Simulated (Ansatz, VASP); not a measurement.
# One calculation of Al3Ni2, two programs

The input INCAR:

```
PREC = Accurate
ENCUT = 520
EDIFF = 1E-7
ISMEAR = 0
SIGMA = 0.15
LREAL = F
LASPH = T
NELM = 100
ALGO = Fast
ISIF = 2
LWAVE = F
LCHARG = T
GGA = PS
LELF = T
LVHAR = T
NBANDS = 22
```

File KPOINTS:

```
Automatic mesh
0
Gamma
  12 12 10
```

Contents of POSCAR:

```
Al3Ni2
1.0
    4.4034536022      0.0000000000      0.0000000000
   -2.2017268011      3.8135026838      0.0000000000
    0.0000000000      0.0000000000      4.8594646093
Al Ni
3 2
Direct
    0.0000000000      0.0000000000      0.0000000000
    0.3333333333      0.6666666667      0.6477829058
    0.6666666667      0.3333333333      0.3522170942
    0.3333333333      0.6666666667      0.1455709071
    0.6666666667      0.3333333333      0.8544290929
```

Input for Ansatz:

```yaml
crystal:
  lattice:
    - [4.4034536022, 0.0, 0.0]
    - [-2.2017268011, 3.8135026838, 0.0]
    - [0.0, 0.0, 4.8594646093]
  atoms:
    - { symbol: Al, position: [0.0, 0.0, 0.0] }
    - { symbol: Al, position: [0.3333333333, 0.6666666667, 0.6477829058] }
    - { symbol: Al, position: [0.6666666667, 0.3333333333, 0.3522170942] }
    - { symbol: Ni, position: [0.3333333333, 0.6666666667, 0.1455709071] }
    - { symbol: Ni, position: [0.6666666667, 0.3333333333, 0.8544290929] }
basis:
  ecutwfc: 420
kpoints:
  mp_grid: { grid: [12, 12, 10] }
hamiltonian:
  xc: pbesol
scf:
  occupations: { method: gaussian, width: 0.15 }
output:
  forces: true
  stress: true
  eigenvalues: true
  write_density: true
  write_potential: true
  elf: true
  volumetric_format: npy
```

Change from the starting cell: strain +0.1000 x Voigt [1, 1, 0, 0, 0, 0], atoms carried along.

Alike in both runs: task single point; functional PBEsol; k mesh 12 × 12 × 10; occupations gaussian, width 0.15 eV; no spin polarisation.

|  | VASP | Ansatz |
| --- | --- | --- |
| version | VASP 6.6.1 | Ansatz 0.2.0 |
| potentials or method | VASP PAW PBE potentials, release 64 (Al, Ni), cutoff 520 eV | scalar-relativistic, plane waves, PAW |
| valence electrons in the cell | 29 | 45 |

|  | VASP | Ansatz | Ansatz less VASP |
| --- | --- | --- | --- |
| gap on the k mesh at the Fermi level (eV) | none | none | - |
| pressure (GPa) | -16.5 | -16.7 | -0.20 |
| traceless stress, the component that is largest in VASP (GPa) | 9.20 | 9.20 | -0.003 |
| rms of the force components (eV/Å) | 0.080 | 0.085 | +0.0042 |

VASP's potentials were made for PBE, not for PBEsol. Atom by atom the forces differ by 0.004 eV/Å (rms over components). A gap of «none» marks a metal or a gap that the smearing closes. The functional is the same, so the differences come from potentials, cutoffs and numerics. VASP's potentials hold 29 valence electrons a cell and Ansatz's 45, so a difference there can come from the potentials and not from the codes.
